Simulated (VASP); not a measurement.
# Au (P6_3/mmc) in VASP: notebook

The runs below take Au through single point, with r2SCAN.

Everything below comes from runs of VASP 6.6.1. Logs are shortened: lines on timing, memory, paths and dates and some standing lists are left out, and cuts for length are marked.

### 1 The cell of the first run

Symmetry: P6_3/mmc, No. 194, hexagonal system. The conventional cell has a = 2.856 Å, b = 2.856 Å, c = 4.880 Å, α = 90.00°, β = 90.00°, γ = 120.00°. Within 3.8 Å of Au (site symmetry -6m2) lie 12 Au at 2.86 to 2.95 Å.

This isn't the form of Au at room conditions, which is fcc.

### 2 Single point, r2SCAN (strain -0.015 along x and y, +0.000 along z)

File POSCAR:

```
Au
1.0
    2.8564984343      0.0000000000      0.0000000000
   -1.4282492171      2.4738002100      0.0000000000
    0.0000000000      0.0000000000      4.8800000000
Au
2
Direct
    0.3333333333      0.6666666667      0.7500000000
    0.6666666667      0.3333333333      0.2500000000
```

File INCAR.step1:

```
SYSTEM = Au
PREC     = Accurate       ! precision mode
ENCUT    = 520            ! plane-wave cutoff, eV
ISMEAR   = 0              ! smearing method
SIGMA    = 0.15           ! smearing width, eV
LREAL    = .FALSE.        ! projectors in reciprocal space
LASPH    = .TRUE.         ! aspherical terms in the spheres
NELM     = 60             ! most SCF steps
NBANDS   = 18             ! bands
GGA      = PE             ! functional
ALGO     = Normal         ! electronic algorithm
EDIFF    = 1E-4           ! SCF threshold, eV
LWAVE    = .TRUE.         ! write WAVECAR
LCHARG   = .FALSE.        ! write CHGCAR
```

File INCAR.step2:

```
SYSTEM = Au
PREC     = Accurate       ! precision mode
ENCUT    = 520            ! plane-wave cutoff, eV
EDIFF    = 1E-6           ! SCF threshold, eV
ISMEAR   = 0              ! smearing method
SIGMA    = 0.15           ! smearing width, eV
LREAL    = .FALSE.        ! projectors in reciprocal space
LASPH    = .TRUE.         ! aspherical terms in the spheres
NELM     = 60             ! most SCF steps
ALGO     = Normal         ! electronic algorithm
ISIF     = 2              ! what is computed and relaxed
LWAVE    = .FALSE.        ! write WAVECAR
LCHARG   = .TRUE.         ! write CHGCAR
METAGGA  = R2SCAN         ! meta-GGA
LMIXTAU  = .TRUE.       
LELF     = .TRUE.         ! ELF
LVHAR    = .TRUE.       
NBANDS   = 18             ! bands
ISTART   = 1
```

File KPOINTS:

```
regular mesh
0
G
  18 18 10
  0 0 0
```

Potentials or basis: VASP PAW PBE potentials, release 64 (Au).

Command:

```console
cat potpaw_PBE.64/Au/POTCAR > POTCAR
cp INCAR.step1 INCAR
mpirun -np 1 vasp_std > vasp.out
cp INCAR.step2 INCAR
mpirun -np 1 vasp_std > vasp.out
```

OUTCAR:

```text
SYSTEM = Au
   PREC = Accurate
   ENCUT = 520
   EDIFF = 1E-6
   ISMEAR = 0
   LREAL = .FALSE.
   LASPH = .TRUE.
   NELM = 60
   ISIF = 2
   METAGGA = R2SCAN
   ISTART = 1

 ion  position               nearest neighbor table
   1  0.333  0.667  0.750-   2 2.95   2 2.95   2 2.95   2 2.95   2 2.95   2 2.95
   2  0.667  0.333  0.250-   1 2.95   1 2.95   1 2.95   1 2.95   1 2.95   1 2.95

  LATTYP: Found a hexagonal cell.
 ALAT       =     2.8564984343
 C/A-ratio  =     1.7083853229

  Lattice vectors:

 A1 = (   2.8564984343,   0.0000000000,   0.0000000000)
 A2 = (  -1.4282492171,   2.4738002100,   0.0000000000)
 A3 = (   0.0000000000,   0.0000000000,   4.8800000000)

Analysis of symmetry for initial positions (statically):
=====================================================================
 Subroutine PRICEL returns:
 Original cell was already a primitive cell.

 Routine SETGRP: Setting up the symmetry group for a
 hexagonal supercell.

 Subroutine GETGRP returns: Found 24 space group operations
 (whereof 12 operations were pure point group operations)
 out of a pool of 24 trial point group operations.

The static configuration has the point symmetry D_3d.
 The point group associated with its full space group is D_6h.

Analysis of symmetry for dynamics (positions and initial velocities):
=====================================================================
 Subroutine PRICEL returns:
 Original cell was already a primitive cell.

 Routine SETGRP: Setting up the symmetry group for a
 hexagonal supercell.

 Subroutine GETGRP returns: Found 24 space group operations
 (whereof 12 operations were pure point group operations)
 out of a pool of 24 trial point group operations.

The dynamic configuration has the point symmetry D_3d.
 The point group associated with its full space group is D_6h.

 Subroutine INISYM returns: Found 24 space group operations
 (whereof 12 operations are pure point group operations),
 and found     1 'primitive' translations

----------------------------------------------------------------------------------------

                                     Primitive cell

  volume of cell :      34.4841

  direct lattice vectors                    reciprocal lattice vectors
     2.856498434  0.000000000  0.000000000     0.350078960  0.202118182  0.000000000
    -1.428249217  2.473800210  0.000000000     0.000000000  0.404236363  0.000000000
     0.000000000  0.000000000  4.880000000     0.000000000  0.000000000  0.204918033

  length of vectors
     2.856498434  2.856498434  4.880000000     0.404236363  0.404236363  0.204918033

  position of ions in fractional coordinates (direct lattice)
     0.333333333  0.666666667  0.750000000
     0.666666667  0.333333333  0.250000000

  ion indices of the primitive-cell ions
   primitive index   ion index
                 1           1
                 2           2

----------------------------------------------------------------------------------------

 KPOINTS: regular mesh

Automatic generation of k-mesh.
 Grid dimensions read from file:
 generate k-points for:   18   18   10

 Generating k-lattice:

  Cartesian coordinates                     Fractional coordinates (reciprocal lattice)
     0.019448831  0.011228788  0.000000000     0.055555556  0.000000000  0.000000000
     0.000000000  0.022457576  0.000000000     0.000000000  0.055555556  0.000000000
     0.000000000  0.000000000  0.020491803     0.000000000  0.000000000  0.100000000

  Length of vectors
     0.022457576  0.022457576  0.020491803

  Shift w.r.t. Gamma in fractional coordinates (k-lattice)
     0.000000000  0.000000000  0.000000000

 Subroutine IBZKPT returns following result:
 ===========================================

 Found    222 irreducible k-points:

 Following reciprocal coordinates:
            Coordinates               Weight
  0.000000  0.000000  0.000000      1.000000
  0.055556  0.000000  0.000000      6.000000
  0.111111  0.000000  0.000000      6.000000
  0.166667  0.000000  0.000000      6.000000
  0.222222  0.000000  0.000000      6.000000
  0.277778 -0.000000  0.000000      6.000000
[... 16 lines left out ...]
  0.333333  0.111111  0.000000     12.000000
  0.388889  0.111111  0.000000     12.000000
 [... further k-points ...]
   k-points           NKPTS =    222   k-points in BZ     NKDIM =    222   number of bands    NBANDS=     18
   number of dos      NEDOS =    301   number of ions     NIONS =      2
   total plane-waves  NPLWV =  20736
   dimension x,y,z NGX =    24 NGY =   24 NGZ =   36
   dimension x,y,z NGXF=    48 NGYF=   48 NGZF=   72
   ions per type =               2
   NGX,Y,Z   is equivalent  to a cutoff of  13.97, 13.97, 12.26 a.u.
   NGXF,Y,Z  is equivalent  to a cutoff of  27.94, 27.94, 24.53 a.u.
 SYSTEM =  Au
   PREC   = accura    normal or accurate (medium, high low for compatibility)
   ISTART =      1    job   : 0-new  1-cont  2-samecut
   ICHARG =      0    charge: 1-file 2-atom 10-const
   ISPIN  =      1    spin polarized calculation?
   LNONCOLLINEAR =      F non collinear calculations
   LSORBIT =      F    spin-orbit coupling
   LASPH  =      T    aspherical Exc in radial PAW
   ENCUT  =  520.0 eV  38.22 Ry    6.18 a.u.   5.31  5.31  9.07*2*pi/ulx,y,z
   NELM   =     60;   NELMIN=  2; NELMDL=  0     # of ELM steps
   EDIFF  = 0.1E-05   stopping-criterion for ELM
   LREAL  =      F    real-space projection
   EDIFFG = 0.1E-04   stopping-criterion for IOM
   NSW    =      0    number of steps for IOM
   IBRION =     -1    ionic relax: 0-MD 1-quasi-New 2-CG
   NFREE  =      0    steps in history (QN), initial steepest desc. (CG)
   ISIF   =      2    stress and relaxation
   ISYM   =      2    0-nonsym 1-usesym 2-fastsym
   POTIM  = 0.5000    time-step for ionic-motion
   TEBEG  =    0.0;   TEEND  =   0.0 temperature during run
   PSTRESS=    0.0 pullay stress
   NELECT =      22.0000    total number of electrons
   NUPDOWN=      -1.0000    fix difference up-down
   EMIN   =  10.00;   EMAX   =-10.00  energy-range for DOS
   EFERMI =   0.00;   METHOD = LEGACY
   ISMEAR =     0;   SIGMA  =   0.15  broadening in eV -4-tet -1-fermi 0-gaus
   EFERMI_NEDOS =   21; number of points for ismear=-14 and -15
   IALGO  =     38    algorithm
   IMIX   =      4    mixing-type and parameters
     AMIX     =   0.40;   BMIX     =  1.00
     AMIX_MAG =   1.60;   BMIX_MAG =  1.00
  volume/ion in A,a.u.               =      17.24       116.35
  Fermi-wavevector in a.u.,A,eV,Ry     =   1.409320  2.663228 27.023654  1.986183
  Thomas-Fermi vector in A             =   2.531388
   LORBIT       =      0    0 simple, 1 ext, 2 COOP (PROOUT), +10 PAW based schemes
   METAGGA = R2SCAN    functional components
   LHFCALC =     F    Hartree Fock is set to
   AEXX    =    0.0000 exact exchange contribution
   IVDW    =     0    specifies the selected vdW correction
   LEPSILON=     F    determine dielectric tensor
   LRPA    =     F    only Hartree local field effects (RPA)
 non-spin polarized calculation
 Gauss-broadening in eV      SIGMA  =   0.15
  energy-cutoff  :      520.00
  volume of cell :       34.48
 maximum number of plane-waves:       954
 NGX is ok and might be reduce to    24
   NGX = 11   NGY = 11   NGZ = 19

 number of electron      21.9999998 magnetization

 Free energy of the ion-electron system (eV)
  ---------------------------------------------------
  ext. energy  EPLUGINS =         0.00000000
  ---------------------------------------------------
  free energy    TOTEN  =      -101.16668988 eV

  energy without entropy =     -101.15798406  energy(sigma->0) =     -101.16233697

 E-fermi :   9.1459     XC(G=0): -13.5410

 val. band max:        9.1408843492   @ k =   0.3333   0.1667   0.2000
 cond. band min:       9.1561556313   @ k =   0.2778   0.2222   0.2000
 fundamental gap:      0.0152712820
 Fermi energy:         9.1458952972

 k-point     1 :       0.0000    0.0000    0.0000
  band No.  band energies     occupation
      1      -0.8339      2.00000
      2       1.4945      2.00000
      3       3.9678      2.00000
      4       4.3408      2.00000
      5       4.3408      2.00000
      6       4.6308      2.00000
[... 10 lines left out ...]
     17      28.6219      0.00000
     18      28.6219      0.00000

 k-point     2 :       0.0556    0.0000    0.0000
  band No.  band energies     occupation
      1      -0.7308      2.00000
      2       1.5814      2.00000
      3       3.9549      2.00000
      4       4.3474      2.00000
      5       4.4093      2.00000
      6       4.5932      2.00000
[... 10 lines left out ...]
     17      28.0337      0.00000
     18      28.0792      0.00000

 k-point     3 :       0.1111    0.0000    0.0000
  band No.  band energies     occupation
      1      -0.4287      2.00000
      2       1.8253      2.00000
      3       3.8845      2.00000
      4       4.3823      2.00000
      5       4.5307      2.00000
      6       4.6107      2.00000
[... 10 lines left out ...]
     17      26.8440      0.00000
     18      28.0337      0.00000

 k-point     4 :       0.1667    0.0000    0.0000
  band No.  band energies     occupation
      1       0.0480      2.00000
      2       2.1622      2.00000
      3       3.7786      2.00000
      4       4.2818      2.00000
      5       4.5853      2.00000
      6       4.6953      2.00000
[... 375 lines left out ...]
      4       3.9979      2.00000
      5       4.3657      2.00000
      6       4.4009      2.00000
[... 10 lines left out ...]
     17      23.7206      0.00000
     18      25.5392      0.00000

 k-point    23 :       0.3333    0.1111    0.0000
  band No.  band energies     occupation
      1       2.2817      2.00000
      2       2.4497      2.00000
      3       2.8847      2.00000
      4       4.3154      2.00000
      5       4.4028      2.00000
      6       4.6904      2.00000
[... 10 lines left out ...]
     17      22.6718      0.00000
     18      24.9312      0.00000

 k-point    24 :       0.3889    0.1111    0.0000
  band No.  band energies     occupation
      1       2.3157      2.00000
      2       2.3823      2.00000
      3       2.7272      2.00000
      4       4.3210      2.00000
      5       4.5526      2.00000
      6       4.7348      2.00000
[... 10 lines left out ...]
     17      21.7723      0.00000
     18      24.5739      0.00000

 [... further k-points ...]
[... 5 lines left out ...]
  --------------------------------------------------------------------------------------
  -------------------------------------------------------------------------------------
  Total        0.8828435      0.8828435      0.6044104      0.0000000      0.0000000      0.0000000
  in kB       41.0181312     41.0181312     28.0817441      0.0000000      0.0000000      0.0000000
  external PRESSURE =      36.7060021 kB  Pullay stress =       0.0000000 kB

 VOLUME and BASIS-vectors are now :
 -----------------------------------------------------------------------------
  energy-cutoff  :      520.00
  volume of cell :       34.48
      direct lattice vectors                 reciprocal lattice vectors
     2.856498434  0.000000000  0.000000000     0.350078960  0.202118182  0.000000000
    -1.428249217  2.473800210  0.000000000     0.000000000  0.404236363  0.000000000
     0.000000000  0.000000000  4.880000000     0.000000000  0.000000000  0.204918033

 POSITION                                       TOTAL-FORCE (eV/Angst)
 -----------------------------------------------------------------------------------
     -0.00000      1.64920      3.66000        -0.000000      0.000000      0.000000
      1.42825      0.82460      1.22000         0.000000     -0.000000      0.000000
 -----------------------------------------------------------------------------------
    total drift:                               -0.000000      0.000000     -0.000000

  FREE ENERGIE OF THE ION-ELECTRON SYSTEM (eV)
  ---------------------------------------------------
  free  energy   TOTEN  =      -101.1666898781 eV

  energy  without entropy=     -101.1579840566  energy(sigma->0) =     -101.16233697
```

Run time: 4 min. Hardware: 1 thread of Intel Xeon Platinum 8375C at 2.90GHz (Ice Lake), shared host; peak memory 0.25 GiB.

Results:

```
Free energy            : -101.1667 eV
Pressure               : 3.7 GPa
Band gap on the k mesh : zero (bands 11 and 12 overlap by 7.34 eV)
```

Levels at points of the mesh, in eV from the Fermi level:
```tsv
k point	band 8	band 9	band 10	band 11	band 12	band 13	band 14	band 15
(0.00, 0.00, 0.00)	-3.71	-3.71	-2.41	-2.41	-1.06	2.46	15.53	16.19
(0.50, 0.00, 0.00)	-2.22	-2.01	-1.84	0.46	1.70	5.91	7.51	7.52
(0.00, 0.00, 0.50)	-4.83	-2.87	-2.87	-2.87	-2.87	10.65	10.65	15.80
(0.50, 0.00, 0.50)	-2.60	-1.91	-1.91	0.61	0.61	4.12	4.12	13.58
```

Caveat: the cell differs from its parent crystal (strain -0.015 along x and y, +0.000 along z); the cell stands under pressure; the PAW data sets were made with another functional, which shifts forces and pressure a little; spin-orbit coupling is left out, which moves the levels of the heavy elements.

### 3 Single point, r2SCAN (strain +0.000 along x and y, -0.015 along z)

File POSCAR:

```
Au
1.0
    2.8999984104      0.0000000000      0.0000000000
   -1.4499992052      2.5114722944      0.0000000000
    0.0000000000      0.0000000000      4.8068000000
Au
2
Direct
    0.3333333333      0.6666666667      0.7500000000
    0.6666666667      0.3333333333      0.2500000000
```

File INCAR.step1:

```
SYSTEM = Au
PREC = Accurate ; ENCUT = 520
ISMEAR = 0 ; SIGMA = 0.15
LREAL = .False. ; LASPH = .True.
NELM = 60 ; NBANDS = 18
GGA = PE ; ALGO = Normal
EDIFF = 1E-4 ; LWAVE = .True.
LCHARG = .False.
```

File INCAR.step2:

```
SYSTEM = Au
PREC = Accurate ; ENCUT = 520
EDIFF = 1E-6 ; ISMEAR = 0
SIGMA = 0.15 ; LREAL = .False.
LASPH = .True. ; NELM = 60
ALGO = Normal ; ISIF = 2
LWAVE = .False. ; LCHARG = .True.
METAGGA = R2SCAN ; LMIXTAU = .True.
LELF = .True. ; LVHAR = .True.
NBANDS = 18 ; ISTART = 1
```

File KPOINTS:

```
Automatic mesh
0
Gamma
  18 18 10
  0 0 0
```

Potentials or basis: VASP PAW PBE potentials, release 64 (Au).

Command:

```console
cat potpaw_PBE.64/Au/POTCAR > POTCAR
cp INCAR.step1 INCAR
mpirun -np 1 vasp_std > vasp.out
cp INCAR.step2 INCAR
mpirun -np 1 vasp_std > vasp.out
```

Run time: 4.1 min. Hardware: 1 thread of Intel Xeon Platinum 8375C at 2.90GHz (Ice Lake), shared host; peak memory 0.25 GiB.

The run converged. Its results:

```yaml
Free_energy: -101.1751 eV
Pressure: 1.0 GPa
Band_gap_on_the_k_mesh: zero (bands 11 and 12 overlap by 7.16 eV)
```

Stress tensor (GPa, compression positive):
```
0.68 0.00 0.00
0.00 0.68 0.00
0.00 0.00 1.49
```

Levels at points of the mesh, in eV from the Fermi level:
| k point | band 9 | band 10 | band 11 | band 12 | band 13 | band 14 |
| --- | --- | --- | --- | --- | --- | --- |
| (0.00, 0.00, 0.00) | -3.76 | -2.35 | -2.35 | -0.74 | 2.82 | 15.40 |
| (0.50, 0.00, 0.00) | -2.07 | -1.88 | 0.40 | 1.53 | 6.11 | 7.60 |
| (0.00, 0.00, 0.50) | -2.81 | -2.81 | -2.81 | -2.81 | 11.28 | 11.28 |
| (0.50, 0.00, 0.50) | -1.96 | -1.96 | 0.66 | 0.66 | 3.98 | 3.98 |

Caveat: the cell differs from its parent crystal (strain +0.000 along x and y, -0.015 along z); the PAW data sets were made with another functional, which shifts forces and pressure a little; spin-orbit coupling is left out, which moves the levels of the heavy elements.

[end of part 1 of 2]

The gap in the log of VASP goes by the Fermi energy; the results here count the filled bands.